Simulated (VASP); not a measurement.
# LiF (P6_3mc) in VASP: further runs

LiF is run at these levels: PBE; tasks: single point.

Program: VASP 6.6.1. These are calculated values, not measurements. Logs are shortened: lines on timing, memory, paths and dates and some standing lists are left out, and cuts for length are marked.

## Step 1: The cell of the first run

Symmetry: P6_3mc, No. 186, hexagonal system. The conventional cell has a = 3.077 Å, b = 3.077 Å, c = 5.057 Å, α = 90.00°, β = 90.00°, γ = 120.00°. Li (site symmetry 3m) has 4 F at 1.82 to 2.11 Å within 2.4 Å. Within 2.4 Å of F (site symmetry 3m) lie 4 Li at 1.82 to 2.11 Å.

## Step 2: Single point, PBE (c/a of the conventional cell at fixed volume 1.6434)

INCAR

```
PREC     = Accurate       # precision mode
ENCUT    = 520            # plane-wave cutoff, eV
EDIFF    = 1E-6           # SCF threshold, eV
ISMEAR   = 0              # smearing method
SIGMA    = 0.05           # smearing width, eV
LREAL    = F              # projectors in reciprocal space
LASPH    = T              # aspherical terms in the spheres
NELM     = 60             # most SCF steps
ALGO     = Normal         # electronic algorithm
ISIF     = 2              # what is computed and relaxed
LWAVE    = F              # write WAVECAR
LCHARG   = F              # write CHGCAR
GGA      = PE             # functional
NBANDS   = 18             # bands
```

KPOINTS

```
Automatic mesh
0
Gamma
  9 9 6
```

POSCAR

```
LiF
1.0
    3.0774506209      0.0000000000      0.0000000000
   -1.5387253104      2.6651504166      0.0000000000
    0.0000000000      0.0000000000      5.0574823504
Li F
2 2
Direct
    0.3333333333      0.6666666667      0.4116718394
    0.6666666667      0.3333333333      0.9116718394
    0.3333333333      0.6666666667      0.9939266766
    0.6666666667      0.3333333333      0.4939266766
```

Potentials or basis: VASP PAW PBE potentials, release 64 (Li_sv, F).

On the command line:

```bash
cat potpaw_PBE.64/Li_sv/POTCAR potpaw_PBE.64/F/POTCAR > POTCAR
mpirun -np 1 vasp_std > vasp.out
```

OUTCAR:

```text
PREC = Accurate
   ENCUT = 520
   EDIFF = 1E-6
   ISMEAR = 0
   LREAL = F
   LASPH = T
   NELM = 60
   ISIF = 2
   GGA = PE

 ion  position               nearest neighbor table
   1  0.333  0.667  0.412-   4 1.82   4 1.82   4 1.82   3 2.11
   2  0.667  0.333  0.912-   3 1.82   3 1.82   3 1.82   4 2.11
   3  0.333  0.667  0.994-   2 1.82   2 1.82   2 1.82   1 2.11
   4  0.667  0.333  0.494-   1 1.82   1 1.82   1 1.82   2 2.11

  LATTYP: Found a hexagonal cell.
 ALAT       =     3.0774506209
 C/A-ratio  =     1.6434000000

  Lattice vectors:

 A1 = (   3.0774506209,   0.0000000000,   0.0000000000)
 A2 = (  -1.5387253104,   2.6651504166,   0.0000000000)
 A3 = (   0.0000000000,   0.0000000000,   5.0574823504)

Analysis of symmetry for initial positions (statically):
=====================================================================
 Subroutine PRICEL returns:
 Original cell was already a primitive cell.

 Routine SETGRP: Setting up the symmetry group for a
 hexagonal supercell.

 Subroutine GETGRP returns: Found 12 space group operations
 (whereof  6 operations were pure point group operations)
 out of a pool of 24 trial point group operations.

The static configuration has the point symmetry C_3v.
 The point group associated with its full space group is C_6v.

Analysis of symmetry for dynamics (positions and initial velocities):
=====================================================================
 Subroutine PRICEL returns:
 Original cell was already a primitive cell.

 Routine SETGRP: Setting up the symmetry group for a
 hexagonal supercell.

 Subroutine GETGRP returns: Found 12 space group operations
 (whereof  6 operations were pure point group operations)
 out of a pool of 24 trial point group operations.

The dynamic configuration has the point symmetry C_3v.
 The point group associated with its full space group is C_6v.

 Subroutine INISYM returns: Found 12 space group operations
 (whereof  6 operations are pure point group operations),
 and found     1 'primitive' translations

----------------------------------------------------------------------------------------

                                     Primitive cell

  volume of cell :      41.4808

  direct lattice vectors                    reciprocal lattice vectors
     3.077450621  0.000000000  0.000000000     0.324944288  0.187606672  0.000000000
    -1.538725310  2.665150417  0.000000000     0.000000000  0.375213344  0.000000000
     0.000000000  0.000000000  5.057482350     0.000000000  0.000000000  0.197726839

  length of vectors
     3.077450621  3.077450621  5.057482350     0.375213344  0.375213344  0.197726839

  position of ions in fractional coordinates (direct lattice)
     0.333333333  0.666666667  0.411671839
     0.666666667  0.333333333  0.911671839
     0.333333333  0.666666667  0.993926677
     0.666666667  0.333333333  0.493926677

  ion indices of the primitive-cell ions
   primitive index   ion index
                 1           1
                 2           2
                 3           3
                 4           4

----------------------------------------------------------------------------------------

 KPOINTS: Automatic mesh

Automatic generation of k-mesh.
 Grid dimensions read from file:
 generate k-points for:    9    9    6

 Generating k-lattice:

  Cartesian coordinates                     Fractional coordinates (reciprocal lattice)
     0.036104921  0.020845186  0.000000000     0.111111111  0.000000000  0.000000000
     0.000000000  0.041690372  0.000000000     0.000000000  0.111111111  0.000000000
     0.000000000  0.000000000  0.032954473     0.000000000  0.000000000  0.166666667

  Length of vectors
     0.041690372  0.041690372  0.032954473

  Shift w.r.t. Gamma in fractional coordinates (k-lattice)
     0.000000000  0.000000000  0.000000000

 Subroutine IBZKPT returns following result:
 ===========================================

 Found     48 irreducible k-points:

 Following reciprocal coordinates:
            Coordinates               Weight
  0.000000  0.000000  0.000000      1.000000
  0.111111  0.000000  0.000000      6.000000
  0.222222  0.000000  0.000000      6.000000
  0.333333  0.000000  0.000000      6.000000
  0.444444  0.000000  0.000000      6.000000
  0.111111  0.111111  0.000000      6.000000
[... 16 lines left out ...]
  0.333333  0.222222  0.166667     24.000000
  0.333333  0.333333  0.166667      4.000000
 [... further k-points ...]
   k-points           NKPTS =     48   k-points in BZ     NKDIM =     48   number of bands    NBANDS=     18
   number of dos      NEDOS =    301   number of ions     NIONS =      4
   total plane-waves  NPLWV =  23040
   dimension x,y,z NGX =    24 NGY =   24 NGZ =   40
   dimension x,y,z NGXF=    48 NGYF=   48 NGZF=   80
   ions per type =               2   2
   NGX,Y,Z   is equivalent  to a cutoff of  12.96, 12.96, 13.15 a.u.
   NGXF,Y,Z  is equivalent  to a cutoff of  25.93, 25.93, 26.30 a.u.
 SYSTEM =  unknown system
   PREC   = accura    normal or accurate (medium, high low for compatibility)
   ISTART =      0    job   : 0-new  1-cont  2-samecut
   ICHARG =      2    charge: 1-file 2-atom 10-const
   ISPIN  =      1    spin polarized calculation?
   LNONCOLLINEAR =      F non collinear calculations
   LSORBIT =      F    spin-orbit coupling
   LASPH  =      T    aspherical Exc in radial PAW
   ENCUT  =  520.0 eV  38.22 Ry    6.18 a.u.   5.72  5.72  9.40*2*pi/ulx,y,z
   NELM   =     60;   NELMIN=  2; NELMDL= -5     # of ELM steps
   EDIFF  = 0.1E-05   stopping-criterion for ELM
   LREAL  =      F    real-space projection
   EDIFFG = 0.1E-04   stopping-criterion for IOM
   NSW    =      0    number of steps for IOM
   IBRION =     -1    ionic relax: 0-MD 1-quasi-New 2-CG
   NFREE  =      0    steps in history (QN), initial steepest desc. (CG)
   ISIF   =      2    stress and relaxation
   ISYM   =      2    0-nonsym 1-usesym 2-fastsym
   POTIM  = 0.5000    time-step for ionic-motion
   TEBEG  =    0.0;   TEEND  =   0.0 temperature during run
   PSTRESS=    0.0 pullay stress
   NELECT =      20.0000    total number of electrons
   NUPDOWN=      -1.0000    fix difference up-down
   EMIN   =  10.00;   EMAX   =-10.00  energy-range for DOS
   EFERMI =   0.00;   METHOD = LEGACY
   ISMEAR =     0;   SIGMA  =   0.05  broadening in eV -4-tet -1-fermi 0-gaus
   EFERMI_NEDOS =   21; number of points for ismear=-14 and -15
   IALGO  =     38    algorithm
   IMIX   =      4    mixing-type and parameters
     AMIX     =   0.40;   BMIX     =  1.00
     AMIX_MAG =   1.60;   BMIX_MAG =  1.00
  volume/ion in A,a.u.               =      10.37        69.98
  Fermi-wavevector in a.u.,A,eV,Ry     =   1.283716  2.425872 22.421420  1.647928
  Thomas-Fermi vector in A             =   2.415953
   LORBIT       =      0    0 simple, 1 ext, 2 COOP (PROOUT), +10 PAW based schemes
   GGA     = PE    functional components
   LHFCALC =     F    Hartree Fock is set to
   AEXX    =    0.0000 exact exchange contribution
   IVDW    =     0    specifies the selected vdW correction
   LEPSILON=     F    determine dielectric tensor
   LRPA    =     F    only Hartree local field effects (RPA)
 non-spin polarized calculation
 Gauss-broadening in eV      SIGMA  =   0.05
  energy-cutoff  :      520.00
  volume of cell :       41.48
 maximum number of plane-waves:      1130
 NGX is ok and might be reduce to    24
   NGX = 11   NGY = 11   NGZ = 19

 number of electron      19.9999964 magnetization

 Free energy of the ion-electron system (eV)
  ---------------------------------------------------
  ext. energy  EPLUGINS =         0.00000000
  ---------------------------------------------------
  free energy    TOTEN  =       -19.20963404 eV

  energy without entropy =      -19.20963404  energy(sigma->0) =      -19.20963404

 E-fermi :  -2.2590     XC(G=0):  -8.6313

 val. band max:       -2.6077009456   @ k =   0.0000   0.0000   0.0000
 cond. band min:       4.8810908580   @ k =   0.0000   0.0000   0.0000
 fundamental gap:      7.4887918036
 Fermi energy:        -2.2589967752

 k-point     1 :       0.0000    0.0000    0.0000
  band No.  band energies     occupation
      1     -43.1974      2.00000
      2     -43.1723      2.00000
      3     -22.0428      2.00000
      4     -21.8124      2.00000
      5      -4.7574      2.00000
      6      -3.1215      2.00000
[... 10 lines left out ...]
     17      16.7888      0.00000
     18      16.7889      0.00000

 k-point     2 :       0.1111    0.0000    0.0000
  band No.  band energies     occupation
      1     -43.1939      2.00000
      2     -43.1701      2.00000
      3     -22.0305      2.00000
      4     -21.8126      2.00000
      5      -4.6789      2.00000
      6      -3.2500      2.00000
[... 10 lines left out ...]
     17      17.0190      0.00000
     18      17.0549      0.00000

 k-point     3 :       0.2222    0.0000    0.0000
  band No.  band energies     occupation
      1     -43.1846      2.00000
      2     -43.1646      2.00000
      3     -21.9967      2.00000
      4     -21.8139      2.00000
      5      -4.4716      2.00000
      6      -3.6123      2.00000
[... 10 lines left out ...]
     17      16.9679      0.00000
     18      17.4134      0.00000

 k-point     4 :       0.3333    0.0000    0.0000
  band No.  band energies     occupation
      1     -43.1735      2.00000
      2     -43.1590      2.00000
      3     -21.9515      2.00000
      4     -21.8213      2.00000
      5      -4.3235      2.00000
      6      -3.8964      2.00000
[... 375 lines left out ...]
      4     -21.8338      2.00000
      5      -4.3089      2.00000
      6      -4.0990      2.00000
[... 10 lines left out ...]
     17      16.0922      0.00000
     18      18.1720      0.00000

 k-point    23 :       0.3333    0.2222    0.1667
  band No.  band energies     occupation
      1     -43.1607      2.00000
      2     -43.1558      2.00000
      3     -21.8887      2.00000
      4     -21.8461      2.00000
      5      -4.5421      2.00000
      6      -3.9771      2.00000
[... 10 lines left out ...]
     17      15.5333      0.00000
     18      17.9198      0.00000

 k-point    24 :       0.3333    0.3333    0.1667
  band No.  band energies     occupation
      1     -43.1568      2.00000
      2     -43.1568      2.00000
      3     -21.8634      2.00000
      4     -21.8634      2.00000
      5      -4.6174      2.00000
      6      -3.9129      2.00000
[... 10 lines left out ...]
     17      15.2632      0.00000
     18      18.2173      0.00000

 [... further k-points ...]

------------------------ aborting loop because EDIFF is reached ----------------------------------------

  FORCE on cell =-STRESS in cart. coord.  units (eV):
  Direction    XX          YY          ZZ          XY          YZ          ZX
  --------------------------------------------------------------------------------------
  -------------------------------------------------------------------------------------
  Total        0.9163540      0.9163540     -0.9013755      0.0000000      0.0000000      0.0000000
  in kB       35.3937589     35.3937589    -34.8152207      0.0000000      0.0000000      0.0000000
  external PRESSURE =      11.9907657 kB  Pullay stress =       0.0000000 kB

 VOLUME and BASIS-vectors are now :
 -----------------------------------------------------------------------------
  energy-cutoff  :      520.00
  volume of cell :       41.48
      direct lattice vectors                 reciprocal lattice vectors
     3.077450621  0.000000000  0.000000000     0.324944288  0.187606672  0.000000000
    -1.538725310  2.665150417  0.000000000     0.000000000  0.375213344  0.000000000
     0.000000000  0.000000000  5.057482350     0.000000000  0.000000000  0.197726839

 POSITION                                       TOTAL-FORCE (eV/Angst)
 -----------------------------------------------------------------------------------
     -0.00000      1.77677      2.08202        -0.000000     -0.000000     -0.312124
      1.53873      0.88838      4.61076         0.000000     -0.000000     -0.312124
     -0.00000      1.77677      5.02677        -0.000000      0.000000      0.312124
      1.53873      0.88838      2.49803        -0.000000     -0.000000      0.312124
 -----------------------------------------------------------------------------------
    total drift:                                0.000001      0.000001      0.000420

  FREE ENERGIE OF THE ION-ELECTRON SYSTEM (eV)
  ---------------------------------------------------
  free  energy   TOTEN  =       -19.2096340424 eV

  energy  without entropy=      -19.2096340424  energy(sigma->0) =      -19.20963404
```

Run time: 21 s. Hardware: 1 thread of Intel Xeon Platinum 8488C (Sapphire Rapids), shared host; peak memory 0.16 GiB.

Results:

```
Free energy            : -19.2096 eV
Largest force          : 0.312 eV/Å
Band gap on the k mesh : 7.49 eV, direct
```

Forces on the atoms (eV/Å):
```
Li   0.000  0.000 -0.312
Li   0.000  0.000 -0.312
F    0.000  0.000  0.312
F    0.000  0.000  0.312
```

Caveat: the cutoff is under 1.25 times the usual one of these potentials, so pressure, stress and relaxed cells hold a basis-set (Pulay) error. A k mesh can miss the band edges.

## Step 3: Single point, PBE (c/a of the conventional cell at fixed volume 1.5932)

INCAR

```
ALGO = Normal
EDIFF = 1E-6
ENCUT = 520
GGA = PE
ISIF = 2
ISMEAR = 0
LASPH = T
LCHARG = F
LREAL = F
LWAVE = F
NBANDS = 18
NELM = 80
PREC = Accurate
SIGMA = 0.05
```

KPOINTS

```
k-points
0
Gamma
  9 9 6
```

POSCAR

```
LiF
1.0
    3.1094393350      0.0000000000      0.0000000000
   -1.5547196675      2.6928534557      0.0000000000
    0.0000000000      0.0000000000      4.9539587486
Li F
2 2
Direct
    0.3333333333      0.6666666667      0.3504708074
    0.6666666667      0.3333333333      0.8504708074
    0.3333333333      0.6666666667      0.9939266766
    0.6666666667      0.3333333333      0.4939266766
```

Potentials or basis: VASP PAW PBE potentials, release 64 (Li_sv, F).

On the command line:

```bash
cat potpaw_PBE.64/Li_sv/POTCAR potpaw_PBE.64/F/POTCAR > POTCAR
mpirun -np 1 vasp_std > vasp.out
```

It took 20 s on 1 thread of Intel Xeon Platinum 8488C (Sapphire Rapids), shared host; peak memory 0.16 GiB.

Results (log left out):

| Item | Value |
| --- | --- |
| Free energy | -19.2330 eV |
| Largest force | 0.571 eV/Å |
| Band gap on the k mesh | 7.63 eV, direct |

Forces in eV/Å, atoms in the order of the input:
```
Li   0.000  0.000  0.571
Li   0.000  0.000  0.571
F    0.000  0.000 -0.571
F    0.000  0.000 -0.571
```

Levels at points of the mesh, in eV from the valence-band top:
```tsv
k point	band 6	band 7	band 8	band 9	band 10	band 11	band 12	band 13	band 14	band 15
(0.00, 0.00, 0.00)	-0.29	-0.29	-0.13	0.00	0.00	7.63	11.77	14.70	18.50	18.50
(0.00, 0.00, 0.50)	-1.05	-0.15	-0.15	-0.15	-0.15	9.18	9.18	17.41	17.41	18.76
```

Caveat: the cutoff is under 1.25 times the usual one of these potentials, so pressure, stress and relaxed cells hold a basis-set (Pulay) error. A k mesh can miss the band edges.
